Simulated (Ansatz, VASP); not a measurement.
**One calculation of Se, two programs**

```xyz
6
Lattice="5.7558 3.3231 1.4958 -5.7558 3.3231 1.4958 0.0000 -6.6462 1.4958" Properties=species:S:1:pos:R:3 pbc="T T T"
Se    0.6800   -4.6297    2.0362
Se    3.6694    2.9038    2.0362
Se   -4.3495    1.7259    2.0362
Se   -0.6800    4.6297    2.4510
Se   -3.6694   -2.9038    2.4510
Se    4.3495   -1.7259    2.4510
```

Change from the starting cell: volume scaled by 1.04, crystal datasets.

Alike in both runs: task electric field gradients; functional PBE; k mesh 6 × 6 × 6; occupations fermi-dirac, width 0.01 eV; no spin polarisation.

|  | VASP | Ansatz |
| --- | --- | --- |
| version | VASP 6.6.1 | Ansatz 0.2.0 |
| potentials or method | VASP PAW PBE potentials, release 64 (Se), cutoff 520 eV | all-electron PAW with datasets made for the crystal, scalar-relativistic |

```tsv
	VASP	Ansatz	Ansatz less VASP
gap on the k mesh at the Fermi level (eV)	1.13	1.14	+0.013
pressure (GPa)	0.7	0.5	-0.12
traceless stress, the component that is largest in VASP (GPa)	0.48	0.52	+0.038
rms of the force components (eV/Å)	0.061	0.054	-0.0077
size of Vzz on the site where it differs most (V/Å²)	566.1	588.8	+22.69
```

Atom by atom the forces differ by 0.020 eV/Å (rms over components). Ansatz ran all-electron here, and VASP with PAW potentials.
